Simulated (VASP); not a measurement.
# Ir (Fm-3m) in VASP: further runs

The runs below take Ir through single point, relaxation of volume and atoms at fixed shape, with PBEsol.

All numbers are computed with VASP 6.6.1; they aren't measurements. Logs are shortened: lines on timing, memory, paths and dates and some standing lists are left out, and cuts for length are marked.

## 1. The cell of the first run

It takes space group Fm-3m (No. 225, cubic). The conventional cell has a = 3.832 Å, b = 3.832 Å, c = 3.832 Å, α = 90.00°, β = 90.00°, γ = 90.00°. Ir (site symmetry m-3m) has 12 Ir at 2.71 Å within 3.6 Å.

## 2. Single point, PBEsol

Contents of INCAR:

```
ALGO = Normal
EDIFF = 1E-7
ENCUT = 520
GGA = PS
ISIF = 2
ISMEAR = 0
LASPH = True
LCHARG = True
LELF = True
LREAL = False
LVHAR = True
LWAVE = False
NBANDS = 10
NELM = 100
PREC = Accurate
SIGMA = 0.1
```

Contents of KPOINTS:

```
k-points
0
Gamma
  11 11 11
```

Contents of POSCAR:

```
Ir
1.0
    0.0000000000      1.9160067022      1.9160067022
    1.9160067022      0.0000000000      1.9160067022
    1.9160067022      1.9160067022      0.0000000000
Ir
1
Direct
    0.0000000000      0.0000000000      0.0000000000
```

Potentials or basis: VASP PAW PBE potentials, release 64 (Ir).

On the command line:

```sh
$ cat potpaw_PBE.64/Ir/POTCAR > POTCAR
$ mpirun -np 1 vasp_std > vasp.out
```

OUTCAR:

```text
EDIFF = 1E-7
   ENCUT = 520
   GGA = PS
   ISIF = 2
   ISMEAR = 0
   LASPH = True
   LREAL = False
   NELM = 100
   PREC = Accurate

 ion  position               nearest neighbor table
   1  0.000  0.000  0.000-

  LATTYP: Found a face centered cubic cell.
 ALAT       =     3.8320134044

  Lattice vectors:

 A1 = (   0.0000000000,   1.9160067022,   1.9160067022)
 A2 = (   1.9160067022,   0.0000000000,   1.9160067022)
 A3 = (   1.9160067022,   1.9160067022,   0.0000000000)

Analysis of symmetry for initial positions (statically):
=====================================================================
 Subroutine PRICEL returns:
 Original cell was already a primitive cell.

 Routine SETGRP: Setting up the symmetry group for a
 face centered cubic supercell.

 Subroutine GETGRP returns: Found 48 space group operations
 (whereof 48 operations were pure point group operations)
 out of a pool of 48 trial point group operations.

The static configuration has the point symmetry O_h .

Analysis of symmetry for dynamics (positions and initial velocities):
=====================================================================
 Subroutine PRICEL returns:
 Original cell was already a primitive cell.

 Routine SETGRP: Setting up the symmetry group for a
 face centered cubic supercell.

 Subroutine GETGRP returns: Found 48 space group operations
 (whereof 48 operations were pure point group operations)
 out of a pool of 48 trial point group operations.

The dynamic configuration has the point symmetry O_h .

 Subroutine INISYM returns: Found 48 space group operations
 (whereof 48 operations are pure point group operations),
 and found     1 'primitive' translations

----------------------------------------------------------------------------------------

                                     Primitive cell

  volume of cell :      14.0676

  direct lattice vectors                    reciprocal lattice vectors
     0.000000000  1.916006702  1.916006702    -0.260959421  0.260959421  0.260959421
     1.916006702  0.000000000  1.916006702     0.260959421 -0.260959421  0.260959421
     1.916006702  1.916006702  0.000000000     0.260959421  0.260959421 -0.260959421

  length of vectors
     2.709642664  2.709642664  2.709642664     0.451994976  0.451994976  0.451994976

  position of ions in fractional coordinates (direct lattice)
     0.000000000  0.000000000  0.000000000

  ion indices of the primitive-cell ions
   primitive index   ion index
                 1           1

----------------------------------------------------------------------------------------

 KPOINTS: k-points

Automatic generation of k-mesh.
 Grid dimensions read from file:
 generate k-points for:   11   11   11

 Generating k-lattice:

  Cartesian coordinates                     Fractional coordinates (reciprocal lattice)
    -0.023723584  0.023723584  0.023723584     0.090909091  0.000000000  0.000000000
     0.023723584 -0.023723584  0.023723584     0.000000000  0.090909091  0.000000000
     0.023723584  0.023723584 -0.023723584     0.000000000  0.000000000  0.090909091

  Length of vectors
     0.041090452  0.041090452  0.041090452

  Shift w.r.t. Gamma in fractional coordinates (k-lattice)
     0.000000000  0.000000000  0.000000000

 Subroutine IBZKPT returns following result:
 ===========================================

 Found     56 irreducible k-points:

 Following reciprocal coordinates:
            Coordinates               Weight
  0.000000  0.000000  0.000000      1.000000
  0.090909  0.000000  0.000000      8.000000
  0.181818  0.000000  0.000000      8.000000
  0.272727  0.000000  0.000000      8.000000
  0.363636  0.000000  0.000000      8.000000
  0.454545  0.000000  0.000000      8.000000
[... 16 lines left out ...]
 -0.272727  0.181818  0.000000     24.000000
 -0.181818  0.181818  0.000000     12.000000
 [... further k-points ...]
   k-points           NKPTS =     56   k-points in BZ     NKDIM =     56   number of bands    NBANDS=     10
   number of dos      NEDOS =    301   number of ions     NIONS =      1
   total plane-waves  NPLWV =   8000
   dimension x,y,z NGX =    20 NGY =   20 NGZ =   20
   dimension x,y,z NGXF=    40 NGYF=   40 NGZF=   40
   ions per type =               1
   NGX,Y,Z   is equivalent  to a cutoff of  12.27, 12.27, 12.27 a.u.
   NGXF,Y,Z  is equivalent  to a cutoff of  24.54, 24.54, 24.54 a.u.
 SYSTEM =  unknown system
   PREC   = accura    normal or accurate (medium, high low for compatibility)
   ISTART =      0    job   : 0-new  1-cont  2-samecut
   ICHARG =      2    charge: 1-file 2-atom 10-const
   ISPIN  =      1    spin polarized calculation?
   LNONCOLLINEAR =      F non collinear calculations
   LSORBIT =      F    spin-orbit coupling
   LASPH  =      T    aspherical Exc in radial PAW
   ENCUT  =  520.0 eV  38.22 Ry    6.18 a.u.   5.04  5.04  5.04*2*pi/ulx,y,z
   NELM   =    100;   NELMIN=  2; NELMDL= -5     # of ELM steps
   EDIFF  = 0.1E-06   stopping-criterion for ELM
   LREAL  =      F    real-space projection
   EDIFFG = 0.1E-05   stopping-criterion for IOM
   NSW    =      0    number of steps for IOM
   IBRION =     -1    ionic relax: 0-MD 1-quasi-New 2-CG
   NFREE  =      0    steps in history (QN), initial steepest desc. (CG)
   ISIF   =      2    stress and relaxation
   ISYM   =      2    0-nonsym 1-usesym 2-fastsym
   POTIM  = 0.5000    time-step for ionic-motion
   TEBEG  =    0.0;   TEEND  =   0.0 temperature during run
   PSTRESS=    0.0 pullay stress
   NELECT =       9.0000    total number of electrons
   NUPDOWN=      -1.0000    fix difference up-down
   EMIN   =  10.00;   EMAX   =-10.00  energy-range for DOS
   EFERMI =   0.00;   METHOD = LEGACY
   ISMEAR =     0;   SIGMA  =   0.10  broadening in eV -4-tet -1-fermi 0-gaus
   EFERMI_NEDOS =   21; number of points for ismear=-14 and -15
   IALGO  =     38    algorithm
   IMIX   =      4    mixing-type and parameters
     AMIX     =   0.40;   BMIX     =  1.00
     AMIX_MAG =   1.60;   BMIX_MAG =  1.00
  volume/ion in A,a.u.               =      14.07        94.93
  Fermi-wavevector in a.u.,A,eV,Ry     =   1.410637  2.665718 27.074194  1.989897
  Thomas-Fermi vector in A             =   2.532571
   LORBIT       =      0    0 simple, 1 ext, 2 COOP (PROOUT), +10 PAW based schemes
   GGA     = PS    functional components
   LHFCALC =     F    Hartree Fock is set to
   AEXX    =    0.0000 exact exchange contribution
   IVDW    =     0    specifies the selected vdW correction
   LEPSILON=     F    determine dielectric tensor
   LRPA    =     F    only Hartree local field effects (RPA)
 non-spin polarized calculation
 Gauss-broadening in eV      SIGMA  =   0.10
  energy-cutoff  :      520.00
  volume of cell :       14.07
 maximum number of plane-waves:       388
   NGX =  9   NGY =  9   NGZ =  9

 number of electron       9.0000000 magnetization

 Free energy of the ion-electron system (eV)
  ---------------------------------------------------
  ext. energy  EPLUGINS =         0.00000000
  ---------------------------------------------------
  free energy    TOTEN  =        -9.79481310 eV

  energy without entropy =       -9.78583548  energy(sigma->0) =       -9.79032429

 E-fermi :  10.2738     XC(G=0): -14.1354

 val. band max:       10.2646841450   @ k =   0.2727   0.2727   0.0000
 cond. band min:      10.2829277339   @ k =   0.3636   0.2727   0.0000
 fundamental gap:      0.0182435889
 Fermi energy:        10.2737509775

 k-point     1 :       0.0000    0.0000    0.0000
  band No.  band energies     occupation
      1      -0.9071      2.00000
      2       6.4036      2.00000
      3       6.4036      2.00000
      4       6.4036      2.00000
      5       9.1465      2.00000
      6       9.1465      2.00000
      7      24.6494      0.00000
      8      30.2621      0.00000
      9      30.2621      0.00000
     10      30.2621      0.00000

 k-point     2 :       0.0909    0.0000    0.0000
  band No.  band energies     occupation
      1      -0.5414      2.00000
      2       6.2148      2.00000
      3       6.5578      2.00000
      4       6.5578      2.00000
      5       9.0517      2.00000
      6       9.0517      2.00000
      7      25.2732      0.00000
      8      28.6023      0.00000
      9      30.8665      0.00000
     10      30.8665      0.00000

 k-point     3 :       0.1818    0.0000    0.0000
  band No.  band energies     occupation
      1       0.4405      2.00000
      2       5.8711      2.00000
      3       6.8388      2.00000
      4       6.8388      2.00000
      5       9.0036      2.00000
      6       9.0036      2.00000
      7      25.9641      0.00000
      8      26.7747      0.00000
      9      32.5278      0.00000
     10      32.5278      0.00000

 k-point     4 :       0.2727    0.0000    0.0000
  band No.  band energies     occupation
      1       1.5656      2.00000
      2       6.0116      2.00000
      3       6.8112      2.00000
      4       6.8112      2.00000
      5       9.5099      2.00000
      6       9.5099      2.00000
      7      23.4750      0.00000
      8      26.9247      0.00000
      9      34.3435      0.00000
     10      34.3448      0.00000
[... 222 lines left out ...]
 k-point    22 :      -0.3636    0.1818    0.0000
  band No.  band energies     occupation
      1       3.3063      2.00000
      2       5.5573      2.00000
      3       6.7665      2.00000
      4       7.3004      2.00000
      5      10.1915      1.75520
      6      13.7393      0.00000
      7      19.0351      0.00000
      8      25.6764      0.00000
      9      27.5979      0.00000
     10      31.1096      0.00000

 k-point    23 :      -0.2727    0.1818    0.0000
  band No.  band energies     occupation
      1       3.2316      2.00000
      2       5.5512      2.00000
      3       6.0653      2.00000
      4       7.4966      2.00000
      5       8.9661      2.00000
      6      12.4361      0.00000
      7      22.1227      0.00000
      8      26.3766      0.00000
      9      28.1097      0.00000
     10      33.1483      0.00000

 k-point    24 :      -0.1818    0.1818    0.0000
  band No.  band energies     occupation
      1       2.3096      2.00000
      2       5.2290      2.00000
      3       6.5822      2.00000
      4       7.8516      2.00000
      5       7.9184      2.00000
      6      11.0183      0.00000
      7      24.5099      0.00000
      8      27.6883      0.00000
      9      29.9114      0.00000
     10      30.7771      0.00000

 [... further k-points ...]

------------------------ aborting loop because EDIFF is reached ----------------------------------------

  FORCE on cell =-STRESS in cart. coord.  units (eV):
  Direction    XX          YY          ZZ          XY          YZ          ZX
  --------------------------------------------------------------------------------------
  -------------------------------------------------------------------------------------
  Total        0.0871783      0.0871783      0.0871783      0.0000000      0.0000000     -0.0000000
  in kB        9.9288307      9.9288307      9.9288307      0.0000000      0.0000000     -0.0000000
  external PRESSURE =       9.9288307 kB  Pullay stress =       0.0000000 kB

 VOLUME and BASIS-vectors are now :
 -----------------------------------------------------------------------------
  energy-cutoff  :      520.00
  volume of cell :       14.07
      direct lattice vectors                 reciprocal lattice vectors
     0.000000000  1.916006702  1.916006702    -0.260959421  0.260959421  0.260959421
     1.916006702  0.000000000  1.916006702     0.260959421 -0.260959421  0.260959421
     1.916006702  1.916006702  0.000000000     0.260959421  0.260959421 -0.260959421

 POSITION                                       TOTAL-FORCE (eV/Angst)
 -----------------------------------------------------------------------------------
      0.00000      0.00000      0.00000        -0.000000     -0.000000     -0.000000
 -----------------------------------------------------------------------------------
    total drift:                                0.000000      0.000000      0.000000

  FREE ENERGIE OF THE ION-ELECTRON SYSTEM (eV)
  ---------------------------------------------------
  free  energy   TOTEN  =        -9.7948131041 eV

  energy  without entropy=       -9.7858354774  energy(sigma->0) =       -9.79032429
```

Run time: 13 s. Hardware: 1 thread of Intel Xeon 8259CL, shared host; peak memory 0.13 GiB.

Results:

| Property | Result |
| --- | --- |
| Free energy | -9.7948 eV |
| Pressure | 1.0 GPa |

Caveat: the PAW data sets were made with another functional, which shifts forces and pressure a little; spin-orbit coupling is left out, which moves the levels of the heavy elements.

## 3. Relaxation of volume and atoms at fixed shape, PBEsol

Contents of INCAR:

```
SYSTEM = Ir
PREC = Accurate
ENCUT = 600
EDIFF = 1E-6
ISMEAR = 0
SIGMA = 0.1
LREAL = .False.
LASPH = .True.
NELM = 100
ALGO = Normal
ISIF = 8
LWAVE = .False.
LCHARG = .False.
GGA = PS
IBRION = 2
NSW = 80
EDIFFG = -0.03
```

Contents of KPOINTS:

```
Automatic mesh
0
Gamma
  11 11 11
  0 0 0
```

Contents of POSCAR:

```
Ir
1.0
    0.0000000000      1.9156000000      1.9156000000
    1.9156000000      0.0000000000      1.9156000000
    1.9156000000      1.9156000000      0.0000000000
Ir
1
Direct
    0.0000000000      0.0000000000      0.0000000000
```

Potentials or basis: VASP PAW PBE potentials, release 64 (Ir).

On the command line:

```sh
$ cat potpaw_PBE.64/Ir/POTCAR > POTCAR
$ mpirun -np 1 vasp_std > vasp.out
```

Wall time 27 s (1 thread of Intel Xeon 8259CL, shared host); peak memory 0.15 GiB.

Results (log left out):

- Free energy: -9.7950 eV
- Relaxed volume: 14.11 Å³/atom
- Relaxed cell: a = 2.712 Å, b = 2.712 Å, c = 2.712 Å, α = 60.00°, β = 60.00°, γ = 60.00°
- Space group after relaxing (to 0.05 Å): Fm-3m (No. 225)
- Energy gained by relaxing: 0.2 meV/atom
- Ionic steps: 3
- Pressure after relaxing: 0.0 GPa

Step by step:
```csv
step,energy change (eV),largest force (eV/Å),pressure (GPa),volume (Å³)
1,0.0000,0.0000,1.26,14.06
2,0.0025,0.0000,-4.71,14.28
3,-0.0002,0.0000,-0.01,14.11
```

Final structure:
```
CELL_PARAMETERS angstrom
0.00000 1.91773 1.91773
1.91773 0.00000 1.91773
1.91773 1.91773 0.00000
ATOMIC_POSITIONS crystal
Ir 0.00000 0.00000 0.00000
```

Levels at points of the mesh, in eV from the Fermi level:
```tsv
k point	band 1	band 2	band 3	band 4	band 5	band 6	band 7	band 8
(0.00, 0.00, 0.00)	-11.15	-3.85	-3.85	-3.85	-1.12	-1.12	14.38	19.98
```

Caveat: the PAW data sets were made with another functional, which shifts forces and pressure a little; spin-orbit coupling is left out, which moves the levels of the heavy elements. Zero-point motion and thermal expansion aren't in these numbers.
